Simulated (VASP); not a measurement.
## TePb: single point with LDA

TePb:

```
CELL_PARAMETERS angstrom
3.22282 3.22282 0.00000
-3.22282 3.22282 0.00000
0.00000 3.22282 3.18812
ATOMIC_POSITIONS crystal
Te 0.50000 0.50000 0.00000
Pb 0.00000 0.00000 0.00000
```

This cell differs from its parent crystal: film at in-plane strain +0.01.

| Property | Result |
| --- | --- |
| Program | VASP 6.6.1 |
| Task | single point |
| Functional | LDA |
| Potentials or basis | VASP PAW LDA potentials, release 64 (Te, Pb_d) |
| Cutoff | 500 eV |
| k mesh | 6 × 6 × 6 |
| Occupations | gaussian, width 0.01 eV |
| Spin | no spin polarisation |

```yaml
Pressure: -0.8 GPa
Band_gap_on_the_k_mesh: 0.59 eV, direct
```

Stress tensor (GPa, compression positive):
```
-1.27  0.00  0.00
 0.00 -1.27  0.00
 0.00  0.00  0.07
```

Levels at points of the mesh, in eV from the valence-band top:
```tsv
k point	band 8	band 9	band 10	band 11	band 12	band 13
(0.00, 0.00, 0.00)	-1.49	-1.38	-1.38	3.92	3.92	4.17
(0.50, 0.00, 0.00)	-0.95	-0.92	0.00	0.59	1.13	1.18
(0.50, 0.50, 0.00)	-4.66	-2.97	-2.85	3.18	5.33	5.60
(0.00, 0.00, 0.50)	-4.69	-2.94	-2.94	3.14	5.42	5.42
```

Wall time 24 s on 1 thread of Intel(R) Xeon(R) Platinum 8488C (Sapphire Rapids), with other jobs on the host, peak memory 0.19 GiB.

Caveat: the cell differs from its parent crystal (film at in-plane strain +0.01); spin-orbit coupling is left out, which moves the levels of the heavy elements. A k mesh can miss the band edges.
